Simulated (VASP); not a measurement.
Fe, 2 atoms in the cell. The structure is hexagonal, space group P6_3/mmc (No. 194). The conventional cell has a = 2.329 Å, b = 2.329 Å, c = 3.679 Å, α = 90.00°, β = 90.00°, γ = 120.00°. Fe (site symmetry -6m2) has 12 Fe at 2.28 to 2.33 Å within 3.0 Å. This isn't the form of Fe at room conditions, which is bcc.

```yaml
Program: VASP 6.6.1
Task: single point
Functional: PBEsol
Potentials_or_basis: VASP PAW PBE potentials, release 64 (Fe)
Cutoff: 520 eV
k_mesh: 17 × 17 × 9
Occupations: fermi-dirac, width 0.05 eV
Spin: collinear spin, antiferromagnetic start
Starting_moments: "[2.5, -2.5] μB"
Dipole_correction: no
Further_INCAR_settings: ALGO = Normal; EDIFF = 1e-06; NBANDS = 19
```

Potentials or basis: VASP PAW PBE potentials, release 64 (Fe).

Launch:

```bash
$ cat potpaw_PBE.64/Fe/POTCAR > POTCAR
$ mpirun -np 1 vasp_std > vasp.out
```

Hardware: 1 thread of Intel(R) Xeon(R) 6975P-C (Granite Rapids), with other jobs on the host.

Question: Estimate the wall time of this run.

Answer: Wall time 50 s on 1 thread of Intel(R) Xeon(R) 6975P-C (Granite Rapids), on a shared host, peak memory 0.18 GiB. Counts: scf iterations 16, k points 165.
